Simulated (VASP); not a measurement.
# BeSe: single point with PBEsol

Crystal: BeSe.

```
Be Se
1.0
     0.00000    2.58397    2.58397
     2.58397    0.00000    2.58397
     2.58397    2.58397    0.00000
Be Se
1 1
Direct
  0.00000 0.00000 0.00000
  0.25000 0.25000 0.25000
```

```yaml
Program: VASP 6.6.1
Task: single point
Functional: PBEsol
Potentials_or_basis: VASP PAW PBE potentials, release 64 (Be, Se)
Cutoff: 600 eV
k_mesh: 6 × 6 × 6
Occupations: gaussian, width 0.1 eV
Spin: no spin polarisation
```

The pressure is -1.4 GPa and the band gap on the k mesh is 2.50 eV (least direct gap 4.12 eV).

Levels at points of the mesh, in eV from the valence-band top:
```
           k point  band 1  band 2  band 3  band 4  band 5  band 6  band 7  band 8
(0.00, 0.00, 0.00)  -13.74    0.00    0.00    0.00    4.12    4.98    4.98    4.98
(0.50, 0.00, 0.00)  -12.42   -5.67   -1.06   -1.06    4.21    5.91    5.91    9.77
(0.50, 0.50, 0.00)  -11.97   -5.04   -2.63   -2.63    2.50    4.13   11.57   11.57
```

Run time: 16 s on 1 thread of AMD EPYC 7R43 64-Core Processor (Zen 3), with other jobs on the host, peak memory 0.13 GiB.

Caveat: the PAW data sets were made with another functional, which shifts forces and pressure a little. A k mesh can miss the band edges.
